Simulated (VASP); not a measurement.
Write the native input for VASP 6.6.1 that does the following.

```
Task                    : density of states
Functional              : PBE
Potentials or basis     : VASP PAW PBE potentials, release 64 (Mg)
Cutoff                  : 520 eV
k mesh                  : 15 × 15 × 8
Occupations             : gaussian, width 0.1 eV
Spin                    : no spin polarisation
Dipole correction       : no
k mesh for the DOS      : 23 × 23 × 12
Occupations for the DOS : tetrahedron
Further INCAR settings  : ALGO = Normal; EDIFF = 1e-07; NBANDS = 9
```

The system is Mg.

```xyz
2
Lattice="3.2101 0.0000 0.0000 -1.6050 2.7800 0.0000 0.0000 0.0000 5.1379" Properties=species:S:1:pos:R:3 pbc="T T T"
Mg    0.0000    1.8533    1.2845
Mg    1.6050    0.9267    3.8534
```

These files were run (other wordings do the same):

POSCAR

```
Mg
1.0
    3.2100636628      0.0000000000      0.0000000000
   -1.6050318314      2.7799966797      0.0000000000
    0.0000000000      0.0000000000      5.1379319477
Mg
2
Direct
    0.3333333333      0.6666666667      0.2500000000
    0.6666666667      0.3333333333      0.7500000000
```

INCAR.step1

```
PREC = Accurate
ENCUT = 520
EDIFF = 1E-7
ISMEAR = 0
SIGMA = 0.1
LREAL = False
LASPH = True
NELM = 100
ALGO = Normal
ISIF = 2
LWAVE = False
LCHARG = True
GGA = PE
NBANDS = 9
```

KPOINTS.step1

```
regular mesh
0
Gamma
  15 15 8
```

INCAR.step2

```
PREC = Accurate
ENCUT = 520
EDIFF = 1E-7
ISMEAR = -5
SIGMA = 0.1
LREAL = False
LASPH = True
NELM = 100
ALGO = Normal
ISIF = 2
LWAVE = False
LCHARG = False
GGA = PE
LORBIT = 11
NBANDS = 9
NEDOS = 1001
ICHARG = 11
```

KPOINTS.step2

```
regular mesh
0
Gamma
  23 23 12
```

Potentials or basis: VASP PAW PBE potentials, release 64 (Mg).

Command:

```bash
$ cat potpaw_PBE.64/Mg/POTCAR > POTCAR
$ cp INCAR.step1 INCAR
$ cp KPOINTS.step1 KPOINTS
$ mpirun -np 1 vasp_std > vasp.out
$ cp INCAR.step2 INCAR
$ cp KPOINTS.step2 KPOINTS
$ mpirun -np 1 vasp_std > vasp.out
```

Results of the run:

```json
{"Valence electrons inside the program's atomic spheres": "Mg 0.35"}
```

Wall time 70 s on 1 thread of Intel(R) Xeon(R) Platinum 8259CL CPU @ 2.50GHz (Skylake/Cascade Lake), on a shared host, peak memory 0.27 GiB.
